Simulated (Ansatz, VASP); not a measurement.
## One calculation of CuO, two programs

```xyz
2
Lattice="0.0000 2.1300 2.1300 2.1300 0.0000 2.1300 2.1300 2.1300 0.0000" Properties=species:S:1:pos:R:3 pbc="T T T"
Cu    0.0000    0.0000    0.0000
O     2.1300    2.1300    2.1300
```

Alike in both runs: functional PBE; k mesh 16 × 16 × 16; occupations gaussian, width 0.1 eV; collinear spin; Hubbard terms Cu d U = 4.0 eV.

Ansatz relaxed the structure, and its values are those at the end. VASP's run is a single point on that final structure, the one shown.

```csv
,VASP,Ansatz
version,VASP 6.6.1,Ansatz 0.2.0
potentials or method,"VASP PAW PBE potentials, release 64 (Cu, O), cutoff 520 eV","scalar-relativistic, plane waves, PAW"
valence electrons in the cell,17,25
```

|  | VASP | Ansatz | Ansatz less VASP |
| --- | --- | --- | --- |
| gap on the k mesh at the Fermi level (eV) | none | none | - |
| pressure (GPa) | -2.6 | 0.0 | +2.55 |
| net moment per atom (μB) | 0.50 | 0.00 | -0.498 |
| size of the moment on the site where the two differ most (μB) | 0.58 | 0.00 | -0.579 |

The net moments are unlike, so the other rows may belong to different states. Site moments also hang on the region over which each program counts them. The programs project onto different local orbitals, so the same U acts differently, and such runs can settle in different states. A gap of «none» marks a metal or a gap that the smearing closes. VASP's potentials hold 17 valence electrons a cell and Ansatz's 25, so a difference there can come from the potentials and not from the codes. Ansatz's warnings: filled band counts differ across k points, seeded moment not kept.
